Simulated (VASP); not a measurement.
A run of VASP 6.6.1:

File POSCAR:

```
HfN
1.0
    3.4716430000      0.0000000000      0.0000000000
    1.7358215000      3.0065310309      0.0000000000
    1.7358215000      1.0021770103      2.8345846397
Hf N
1 1
Direct
    0.0000000000      0.0000000000      0.0000000000
    0.7500000000      0.7500000000      0.7500000000
```

File INCAR.step1:

```
SYSTEM = HfN
ALGO = Normal ; EDIFF = 1E-4
ENCUT = 520 ; GGA = PE
ISMEAR = 1 ; LASPH = .True.
LCHARG = .False. ; LREAL = .False.
LWAVE = .True. ; NBANDS = 14
NELM = 60 ; PREC = Accurate
SIGMA = 0.05
```

INCAR.step2

```
SYSTEM = HfN
ALGO = Normal ; EDIFF = 1E-7
ENCUT = 520 ; ISIF = 2
ISMEAR = 1 ; ISTART = 1
LASPH = .True. ; LCHARG = .True.
LELF = .True. ; LMIXTAU = .True.
LREAL = .False. ; LVHAR = .True.
LWAVE = .False. ; METAGGA = R2SCAN
NBANDS = 14 ; NELM = 60
PREC = Accurate ; SIGMA = 0.05
```

Contents of KPOINTS:

```
k-points
0
Gamma
  12 12 12
  0 0 0
```

Potentials or basis: VASP PAW PBE potentials, release 64 (Hf_pv, N).

Run with:

```console
$ cat potpaw_PBE.64/Hf_pv/POTCAR potpaw_PBE.64/N/POTCAR > POTCAR
$ cp INCAR.step1 INCAR
$ mpirun -np 1 vasp_std > vasp.out
$ cp INCAR.step2 INCAR
$ mpirun -np 1 vasp_std > vasp.out
```

Hardware: 1 thread of Intel Xeon 8259CL, with other jobs on the host.

Question: How long does it take, and how much memory?

Answer: It took 3.9 min on 1 thread of Intel Xeon 8259CL, with other jobs on the host, peak memory 0.19 GiB. Counts: k points 72.
